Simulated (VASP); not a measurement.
# Bi (Pm-3n) in VASP: notebook

The runs below take Bi through single point, relaxation of cell and atoms, with PBEsol.

Everything below comes from runs of VASP 6.6.1. Logs are shortened: lines on timing, memory, paths and dates and some standing lists are left out, and cuts for length are marked.

## 1. The cell of the first run

It takes space group Pm-3n (No. 223, cubic). The conventional cell has a = 6.286 Å, b = 6.286 Å, c = 6.286 Å, α = 90.00°, β = 90.00°, γ = 90.00°. Within 4.6 Å of Bi (site symmetry m-3) lie 12 Bi at 3.51 Å. Bi (site symmetry -4m2) has 14 Bi at 3.14 to 3.85 Å within 4.1 Å.

## 2. Single point, PBEsol

INCAR reads:

```
SYSTEM = Bi
  PREC = Accurate
  ENCUT = 520
  EDIFF = 1E-6
  ISMEAR = 0
  SIGMA = 0.1
  LREAL = .False.
  LASPH = .True.
  NELM = 80
  ALGO = Fast
  ISIF = 2
  LWAVE = .False.
  LCHARG = .False.
  GGA = PS
  NBANDS = 70
```

KPOINTS reads:

```
regular mesh
0
Gamma
  4 4 4
  0 0 0
```

POSCAR reads:

```
Bi
1.0
    6.2863809709      0.0000000000      0.0000000000
    0.0000000000      6.2863809709      0.0000000000
    0.0000000000      0.0000000000      6.2863809709
Bi
8
Direct
    0.5000000000      0.5000000000      0.5000000000
    0.0000000000      0.0000000000      0.0000000000
    0.2500000000      0.0000000000      0.5000000000
    0.5000000000      0.2500000000      0.0000000000
    0.5000000000      0.7500000000      0.0000000000
    0.7500000000      0.0000000000      0.5000000000
    0.0000000000      0.5000000000      0.7500000000
    0.0000000000      0.5000000000      0.2500000000
```

Potentials or basis: VASP PAW PBE potentials, release 64 (Bi_d).

Run with:

```console
> cat potpaw_PBE.64/Bi_d/POTCAR > POTCAR
> mpirun -np 1 vasp_std > vasp.out
```

OUTCAR:

```text
SYSTEM = Bi
   PREC = Accurate
   ENCUT = 520
   EDIFF = 1E-6
   ISMEAR = 0
   LREAL = .False.
   LASPH = .True.
   NELM = 80
   ISIF = 2
   GGA = PS

 ion  position               nearest neighbor table
   1  0.500  0.500  0.500-   3 3.51   4 3.51   5 3.51   6 3.51   7 3.51   8 3.51   4 3.51   5 3.51
                             3 3.51   6 3.51   7 3.51   8 3.51
   2  0.000  0.000  0.000-   3 3.51   4 3.51   5 3.51   6 3.51   7 3.51   8 3.51   3 3.51   6 3.51
                             7 3.51   8 3.51   4 3.51   5 3.51
   3  0.250  0.000  0.500-   6 3.14   6 3.14   1 3.51   2 3.51   1 3.51   2 3.51   8 3.85   5 3.85
                             4 3.85   5 3.85   4 3.85   7 3.85   8 3.85   7 3.85
   4  0.500  0.250  0.000-   5 3.14   5 3.14   1 3.51   1 3.51   2 3.51   2 3.51   8 3.85   3 3.85
                             3 3.85   6 3.85   6 3.85   7 3.85   7 3.85   8 3.85
   5  0.500  0.750  0.000-   4 3.14   4 3.14   1 3.51   1 3.51   2 3.51   2 3.51   8 3.85   3 3.85
                             3 3.85   6 3.85   6 3.85   7 3.85   7 3.85   8 3.85
   6  0.750  0.000  0.500-   3 3.14   3 3.14   1 3.51   2 3.51   1 3.51   2 3.51   8 3.85   4 3.85
                             4 3.85   5 3.85   5 3.85   7 3.85   8 3.85   7 3.85
   7  0.000  0.500  0.750-   8 3.14   8 3.14   1 3.51   2 3.51   2 3.51   1 3.51   3 3.85   4 3.85
                             5 3.85   3 3.85   6 3.85   6 3.85   4 3.85   5 3.85
   8  0.000  0.500  0.250-   7 3.14   7 3.14   1 3.51   2 3.51   2 3.51   1 3.51   3 3.85   4 3.85
                             5 3.85   3 3.85   6 3.85   6 3.85   4 3.85   5 3.85

  LATTYP: Found a simple cubic cell.
 ALAT       =     6.2863809709

  Lattice vectors:

 A1 = (   6.2863809709,   0.0000000000,   0.0000000000)
 A2 = (   0.0000000000,   6.2863809709,   0.0000000000)
 A3 = (   0.0000000000,   0.0000000000,   6.2863809709)

Analysis of symmetry for initial positions (statically):
=====================================================================
 Subroutine PRICEL returns:
 Original cell was already a primitive cell.

 Routine SETGRP: Setting up the symmetry group for a
 simple cubic supercell.

 Subroutine GETGRP returns: Found 48 space group operations
 (whereof 24 operations were pure point group operations)
 out of a pool of 48 trial point group operations.

The static configuration has the point symmetry T_h .
 The point group associated with its full space group is O_h .

Analysis of symmetry for dynamics (positions and initial velocities):
=====================================================================
 Subroutine PRICEL returns:
 Original cell was already a primitive cell.

 Routine SETGRP: Setting up the symmetry group for a
 simple cubic supercell.

 Subroutine GETGRP returns: Found 48 space group operations
 (whereof 24 operations were pure point group operations)
 out of a pool of 48 trial point group operations.

The dynamic configuration has the point symmetry T_h .
 The point group associated with its full space group is O_h .

 Subroutine INISYM returns: Found 48 space group operations
 (whereof 24 operations are pure point group operations),
 and found     1 'primitive' translations

----------------------------------------------------------------------------------------

                                     Primitive cell

  volume of cell :     248.4289

  direct lattice vectors                    reciprocal lattice vectors
     6.286380971  0.000000000  0.000000000     0.159074037  0.000000000  0.000000000
     0.000000000  6.286380971  0.000000000     0.000000000  0.159074037  0.000000000
     0.000000000  0.000000000  6.286380971     0.000000000  0.000000000  0.159074037

  length of vectors
     6.286380971  6.286380971  6.286380971     0.159074037  0.159074037  0.159074037

  position of ions in fractional coordinates (direct lattice)
     0.500000000  0.500000000  0.500000000
     0.000000000  0.000000000  0.000000000
     0.250000000  0.000000000  0.500000000
     0.500000000  0.250000000  0.000000000
     0.500000000  0.750000000  0.000000000
     0.750000000  0.000000000  0.500000000
     0.000000000  0.500000000  0.750000000
     0.000000000  0.500000000  0.250000000

  ion indices of the primitive-cell ions
   primitive index   ion index
                 1           1
                 2           2
                 3           3
                 4           4
                 5           5
                 6           6
                 7           7
                 8           8

----------------------------------------------------------------------------------------

 KPOINTS: regular mesh

Automatic generation of k-mesh.
 Grid dimensions read from file:
 generate k-points for:    4    4    4

 Generating k-lattice:

  Cartesian coordinates                     Fractional coordinates (reciprocal lattice)
     0.039768509  0.000000000  0.000000000     0.250000000  0.000000000  0.000000000
     0.000000000  0.039768509  0.000000000     0.000000000  0.250000000  0.000000000
     0.000000000  0.000000000  0.039768509     0.000000000  0.000000000  0.250000000

  Length of vectors
     0.039768509  0.039768509  0.039768509

  Shift w.r.t. Gamma in fractional coordinates (k-lattice)
     0.000000000  0.000000000  0.000000000

 Subroutine IBZKPT returns following result:
 ===========================================

 Found     10 irreducible k-points:

 Following reciprocal coordinates:
            Coordinates               Weight
  0.000000  0.000000  0.000000      1.000000
  0.250000  0.000000  0.000000      6.000000
  0.500000  0.000000  0.000000      3.000000
  0.250000  0.250000  0.000000     12.000000
  0.500000  0.250000  0.000000     12.000000
  0.500000  0.500000  0.000000      3.000000
  0.250000  0.250000  0.250000      8.000000
  0.500000  0.250000  0.250000     12.000000
  0.500000  0.500000  0.250000      6.000000
  0.500000  0.500000  0.500000      1.000000
   k-points           NKPTS =     10   k-points in BZ     NKDIM =     10   number of bands    NBANDS=     70
   number of dos      NEDOS =    301   number of ions     NIONS =      8
   total plane-waves  NPLWV = 110592
   dimension x,y,z NGX =    48 NGY =   48 NGZ =   48
   dimension x,y,z NGXF=    96 NGYF=   96 NGZF=   96
   ions per type =               8
   NGX,Y,Z   is equivalent  to a cutoff of  12.69, 12.69, 12.69 a.u.
   NGXF,Y,Z  is equivalent  to a cutoff of  25.39, 25.39, 25.39 a.u.
 SYSTEM =  Bi
   PREC   = accura    normal or accurate (medium, high low for compatibility)
   ISTART =      0    job   : 0-new  1-cont  2-samecut
   ICHARG =      2    charge: 1-file 2-atom 10-const
   ISPIN  =      1    spin polarized calculation?
   LNONCOLLINEAR =      F non collinear calculations
   LSORBIT =      F    spin-orbit coupling
   LASPH  =      T    aspherical Exc in radial PAW
   ENCUT  =  520.0 eV  38.22 Ry    6.18 a.u.  11.69 11.69 11.69*2*pi/ulx,y,z
   NELM   =     80;   NELMIN=  2; NELMDL= -5     # of ELM steps
   EDIFF  = 0.1E-05   stopping-criterion for ELM
   LREAL  =      F    real-space projection
   EDIFFG = 0.1E-04   stopping-criterion for IOM
   NSW    =      0    number of steps for IOM
   IBRION =     -1    ionic relax: 0-MD 1-quasi-New 2-CG
   NFREE  =      0    steps in history (QN), initial steepest desc. (CG)
   ISIF   =      2    stress and relaxation
   ISYM   =      2    0-nonsym 1-usesym 2-fastsym
   POTIM  = 0.5000    time-step for ionic-motion
   TEBEG  =    0.0;   TEEND  =   0.0 temperature during run
   PSTRESS=    0.0 pullay stress
   NELECT =     120.0000    total number of electrons
   NUPDOWN=      -1.0000    fix difference up-down
   EMIN   =  10.00;   EMAX   =-10.00  energy-range for DOS
   EFERMI =   0.00;   METHOD = LEGACY
   ISMEAR =     0;   SIGMA  =   0.10  broadening in eV -4-tet -1-fermi 0-gaus
   EFERMI_NEDOS =   21; number of points for ismear=-14 and -15
   IALGO  =     68    algorithm
   IMIX   =      4    mixing-type and parameters
     AMIX     =   0.40;   BMIX     =  1.00
     AMIX_MAG =   1.60;   BMIX_MAG =  1.00
  volume/ion in A,a.u.               =      31.05       209.56
  Fermi-wavevector in a.u.,A,eV,Ry     =   1.284501  2.427355 22.448846  1.649944
  Thomas-Fermi vector in A             =   2.416691
   LORBIT       =      0    0 simple, 1 ext, 2 COOP (PROOUT), +10 PAW based schemes
   GGA     = PS    functional components
   LHFCALC =     F    Hartree Fock is set to
   AEXX    =    0.0000 exact exchange contribution
   IVDW    =     0    specifies the selected vdW correction
   LEPSILON=     F    determine dielectric tensor
   LRPA    =     F    only Hartree local field effects (RPA)
 non-spin polarized calculation
 RMM-DIIS sequential band-by-band and
 Gauss-broadening in eV      SIGMA  =   0.10
  energy-cutoff  :      520.00
  volume of cell :      248.43
 maximum number of plane-waves:      6728
 NGX is ok and might be reduce to    48
   NGX = 23   NGY = 23   NGZ = 23

 number of electron     119.9999965 magnetization

 Free energy of the ion-electron system (eV)
  ---------------------------------------------------
  ext. energy  EPLUGINS =         0.00000000
  ---------------------------------------------------
  free energy    TOTEN  =       -32.60687513 eV

  energy without entropy =      -32.55629816  energy(sigma->0) =      -32.58158665

 E-fermi :   7.9430     XC(G=0): -10.4436

 val. band max:        7.9180075191   @ k =   0.5000   0.5000   0.2500
 cond. band min:       7.9554495139   @ k =   0.5000   0.0000   0.0000
 fundamental gap:      0.0374419949
 Fermi energy:         7.9429563004

 k-point     1 :       0.0000    0.0000    0.0000
  band No.  band energies     occupation
      1     -15.3041      2.00000
      2     -15.2982      2.00000
      3     -15.2982      2.00000
      4     -15.2018      2.00000
      5     -15.2018      2.00000
      6     -15.1735      2.00000
[... 62 lines left out ...]
     69      10.8404      0.00000
     70      13.1307      0.00000
[... 655 lines left out ...]
     69       8.6677      0.00000
     70       8.6677      0.00000

------------------------ aborting loop because EDIFF is reached ----------------------------------------

  FORCE on cell =-STRESS in cart. coord.  units (eV):
  Direction    XX          YY          ZZ          XY          YZ          ZX
  --------------------------------------------------------------------------------------
  -------------------------------------------------------------------------------------
  Total       -0.7071283     -0.7071283     -0.7071283      0.0000000     -0.0000000     -0.0000000
  in kB       -4.5604399     -4.5604399     -4.5604399      0.0000000     -0.0000000     -0.0000000
  external PRESSURE =      -4.5604399 kB  Pullay stress =       0.0000000 kB

 VOLUME and BASIS-vectors are now :
 -----------------------------------------------------------------------------
  energy-cutoff  :      520.00
  volume of cell :      248.43
      direct lattice vectors                 reciprocal lattice vectors
     6.286380971  0.000000000  0.000000000     0.159074037  0.000000000  0.000000000
     0.000000000  6.286380971  0.000000000     0.000000000  0.159074037  0.000000000
     0.000000000  0.000000000  6.286380971     0.000000000  0.000000000  0.159074037

 POSITION                                       TOTAL-FORCE (eV/Angst)
 -----------------------------------------------------------------------------------
      3.14319      3.14319      3.14319        -0.000000     -0.000000      0.000000
      0.00000      0.00000      0.00000        -0.000000     -0.000000      0.000000
      1.57160      0.00000      3.14319         0.000000      0.000000     -0.000000
      3.14319      1.57160      0.00000         0.000000     -0.000000     -0.000000
      3.14319      4.71479      0.00000        -0.000000      0.000000     -0.000000
      4.71479      0.00000      3.14319        -0.000000      0.000000      0.000000
      0.00000      3.14319      4.71479         0.000000      0.000000      0.000000
      0.00000      3.14319      1.57160        -0.000000     -0.000000     -0.000000
 -----------------------------------------------------------------------------------
    total drift:                                0.000000     -0.000000      0.000000

  FREE ENERGIE OF THE ION-ELECTRON SYSTEM (eV)
  ---------------------------------------------------
  free  energy   TOTEN  =       -32.6068751340 eV

  energy  without entropy=      -32.5562981583  energy(sigma->0) =      -32.58158665
```

It took 4.1 min on 1 thread of AMD EPYC 7R13, shared host; peak memory 0.37 GiB.

What came out:

```
Free energy            : -32.6069 eV
Pressure               : -0.5 GPa
Band gap on the k mesh : zero (bands 60 and 61 overlap by 0.33 eV)
```

Caveat: the PAW data sets were made with another functional, which shifts forces and pressure a little; spin-orbit coupling is left out, which moves the levels of the heavy elements.

## 3. Single point, PBEsol

This run uses another cell than the first one, of 30.81 Å³/atom.

INCAR reads:

```
PREC = Accurate ; ENCUT = 520
EDIFF = 1E-7 ; ISMEAR = 0
SIGMA = 0.1 ; LREAL = False
LASPH = True ; NELM = 60
ALGO = Fast ; ISIF = 2
LWAVE = False ; LCHARG = True
GGA = PS ; LELF = True
LVHAR = True ; NBANDS = 70
```

KPOINTS reads:

```
Automatic mesh
0
Gamma
  6 6 6
```

Edit POSCAR of step 2 so:

```diff
@@ -2,5 +2,5 @@
 1.0
-    6.2863809709      0.0000000000      0.0000000000
-    0.0000000000      6.2863809709      0.0000000000
-    0.0000000000      0.0000000000      6.2863809709
+    6.2700742006      0.0000000000      0.0000000000
+    0.0000000000      6.2700742006      0.0000000000
+    0.0000000000      0.0000000000      6.2700742006
 Bi
```

Potentials or basis: VASP PAW PBE potentials, release 64 (Bi_d).

Run with:

```console
> cat potpaw_PBE.64/Bi_d/POTCAR > POTCAR
> mpirun -np 1 vasp_std > vasp.out
```

It took 8.6 min on 1 thread of AMD EPYC 7R13, shared host; peak memory 0.43 GiB.

It converged, with:

| Quantity | Value |
| --- | --- |
| Free energy | -32.6629 eV |
| Pressure | -0.1 GPa |
| Band gap on the k mesh | zero (bands 60 and 61 overlap by 0.54 eV) |

Levels at points of the mesh, in eV from the Fermi level:
| k point | band 57 | band 58 | band 59 | band 60 | band 61 | band 62 | band 63 | band 64 |
| --- | --- | --- | --- | --- | --- | --- | --- | --- |
| (0.00, 0.00, 0.00) | -2.40 | -1.38 | -1.38 | -1.38 | 0.86 | 0.86 | 0.86 | 1.32 |
| (0.50, 0.00, 0.00) | -1.04 | -1.04 | -0.53 | -0.53 | 0.11 | 0.11 | 0.94 | 0.94 |
| (0.50, 0.50, 0.00) | -1.18 | -1.18 | -0.60 | -0.09 | -0.05 | 0.59 | 1.18 | 1.18 |
| (0.50, 0.50, 0.50) | 0.28 | 0.28 | 0.28 | 0.28 | 0.28 | 0.28 | 0.31 | 0.31 |

Caveat: the PAW data sets were made with another functional, which shifts forces and pressure a little; spin-orbit coupling is left out, which moves the levels of the heavy elements.

## 4. Relaxation of cell and atoms, PBEsol

This run uses another cell than the first one, of 34.79 Å³/atom.

INCAR reads:

```
SYSTEM = Bi
ALGO = Fast ; EDIFF = 1E-6
EDIFFG = -0.04 ; ENCUT = 600
GGA = PS ; IBRION = 2
ISIF = 3 ; ISMEAR = 0
LASPH = .True. ; LCHARG = .False.
LREAL = .False. ; LWAVE = .False.
NELM = 100 ; NSW = 90
PREC = Accurate ; SIGMA = 0.1
```

KPOINTS reads:

```
k-points
0
Gamma
  4 4 4
  0 0 0
```

Edit POSCAR of step 3 so:

```diff
@@ -2,5 +2,5 @@
 1.0
-    6.2700742006      0.0000000000      0.0000000000
-    0.0000000000      6.2700742006      0.0000000000
-    0.0000000000      0.0000000000      6.2700742006
+    6.5290672059      0.0000000000      0.0000000000
+    0.0000000000      6.5290672059      0.0000000000
+    0.0000000000      0.0000000000      6.5290672059
 Bi
```

Run with:

```console
> cat potpaw_PBE.64/Bi_d/POTCAR > POTCAR
> mpirun -np 1 vasp_std > vasp.out
```

Wall time 20 min (1 thread of AMD EPYC 7R13, shared host); peak memory 0.48 GiB.

The run converged. Its results:

* Free energy: -32.6133 eV
* Relaxed volume: 30.85 Å³/atom
* Relaxed cell: a = 6.273 Å, b = 6.273 Å, c = 6.273 Å, α = 90.00°, β = 90.00°, γ = 90.00°
* Space group after relaxing (to 0.1 Å): Pm-3n (No. 223)
* Energy gained by relaxing: 71.0 meV/atom
* Ionic steps: 3
* Pressure after relaxing: 0.0 GPa
* Band gap on the k mesh: zero (bands 60 and 61 overlap by 0.34 eV)

The path:
| step | energy change (eV) | largest force (eV/Å) | pressure (GPa) | volume (Å³) |
| --- | --- | --- | --- | --- |
| 1 | 0.0000 | 0.0000 | -5.18 | 278.33 |
| 2 | -0.4678 | 0.0000 | 2.96 | 235.43 |
| 3 | -0.5684 | 0.0000 | -0.01 | 246.81 |

Final structure:
```xyz
8
Lattice="6.2727 0.0000 0.0000 0.0000 6.2727 0.0000 0.0000 0.0000 6.2727" Properties=species:S:1:pos:R:3 pbc="T T T"
Bi    3.1364    3.1364    3.1364
Bi    0.0000    0.0000    0.0000
Bi    1.5682    0.0000    3.1364
Bi    3.1364    1.5682    0.0000
Bi    3.1364    4.7045    0.0000
Bi    4.7045    0.0000    3.1364
Bi    0.0000    3.1364    4.7045
Bi    0.0000    3.1364    1.5682
```

Levels at points of the mesh, in eV from the Fermi level:
| k point | band 56 | band 57 | band 58 | band 59 | band 60 | band 61 | band 62 | band 63 | band 64 | band 65 |
| --- | --- | --- | --- | --- | --- | --- | --- | --- | --- | --- |
| (0.00, 0.00, 0.00) | -2.74 | -2.47 | -1.48 | -1.48 | -1.48 | 0.75 | 0.75 | 0.75 | 1.23 | 1.23 |
| (0.50, 0.00, 0.00) | -2.12 | -1.14 | -1.14 | -0.63 | -0.63 | 0.02 | 0.02 | 0.85 | 0.85 | 1.25 |
| (0.50, 0.50, 0.00) | -1.87 | -1.27 | -1.27 | -0.69 | -0.19 | -0.15 | 0.50 | 1.08 | 1.08 | 1.43 |
| (0.50, 0.50, 0.50) | -2.11 | 0.19 | 0.19 | 0.19 | 0.19 | 0.19 | 0.19 | 0.21 | 0.21 | 0.21 |

Caveat: the PAW data sets were made with another functional, which shifts forces and pressure a little; spin-orbit coupling is left out, which moves the levels of the heavy elements.

## 5. Summary

| task | cell | k mesh | cutoff (eV) | gap on the mesh (eV) | pressure (GPa) |
| --- | --- | --- | --- | --- | --- |
| single point | a = 6.286 Å, 8 atoms | 4 × 4 × 4 | 520 | none | -0.5 |
| single point | a = 6.270 Å, 8 atoms | 6 × 6 × 6 | 520 | none | -0.1 |
| relaxation of cell and atoms | relaxed from a = 6.529 Å, 8 atoms | 4 × 4 × 4 | 600 | none | 0.0 |

Alike in all rows: level PBEsol; potentials or basis VASP PAW PBE potentials, release 64 (Bi_d); no spin polarisation; smearing gaussian 0.1 eV.

Caveats: the PAW data sets were made with another functional, which shifts forces and pressure a little; spin-orbit coupling is left out, which moves the levels of the heavy elements.

Total energies depend on the potentials used, so only differences within one code and one set of settings carry meaning.

The gap in the log of VASP goes by the Fermi energy; the results here count the filled bands.